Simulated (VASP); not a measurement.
Crystal: Sn2GeO3.

```
Sn Ge O
1.0
     1.83434   -8.73845    0.00000
     1.83434    8.73845    0.00000
     0.00000    0.00000    2.98424
Sn Ge O
2 1 3
Cartesian
  1.8343 -2.7546 1.4921
  1.8343 2.7546 1.4921
  0.0000 0.0000 0.0000
  1.8343 7.4282 1.4921
  1.8343 -7.4282 1.4921
  1.8343 0.0000 0.0000
```

The cell was generated, and may not be a known phase.

* Program: VASP 6.6.1
* Task: relaxation of cell and atoms
* Functional: PBE
* Potentials or basis: VASP PAW PBE potentials, release 64 (Sn_d, Ge_d, O)
* Cutoff: 600 eV
* k mesh: 6 × 6 × 6
* Occupations: gaussian, width 0.1 eV
* Spin: no spin polarisation

At the start: pressure -0.1 GPa; volume 15.95 Å³/atom.

Problem. Where does the relaxation end?

Solution. Over 11 steps the energy falls by 21.0 meV/atom and the volume is 15.35 Å³/atom (-3.8 %); space group Cmmm (No. 65, to 0.1 Å) before and after.

The path:
| step | energy change (eV) | largest force (eV/Å) | pressure (GPa) | volume (Å³) |
| --- | --- | --- | --- | --- |
| 1 | 0.0000 | 0.2493 | -0.10 | 95.67 |
| 2 | -0.0457 | 0.4016 | 0.21 | 95.51 |
| 3 | -0.0527 | 0.4837 | 0.51 | 95.39 |
| 4 | -0.0734 | 0.2321 | -1.17 | 96.09 |
| 5 | -0.0751 | 0.1623 | -1.79 | 96.36 |
| 6 | -0.0945 | 0.1599 | -1.39 | 95.26 |
| 7 | -0.1201 | 0.1711 | 0.25 | 92.01 |
| 8 | -0.1204 | 0.1652 | 0.02 | 92.39 |
| 9 | -0.1244 | 0.0710 | -0.09 | 92.34 |
| 10 | -0.1252 | 0.0292 | -0.16 | 92.30 |
| 11 | -0.1263 | 0.0168 | 0.14 | 92.07 |

Final structure:
```xyz
6
Lattice="1.8087 -8.3571 0.0000 1.8087 8.3571 0.0000 0.0000 0.0000 3.0456" Properties=species:S:1:pos:R:3 pbc="T T T"
Sn    1.8087   -2.7760    1.5228
Sn    1.8087    2.7760    1.5228
Ge    0.0000    0.0000    3.0456
O     1.8087    7.0396    1.5228
O     1.8087   -7.0396    1.5228
O     1.8087    0.0000    3.0456
```
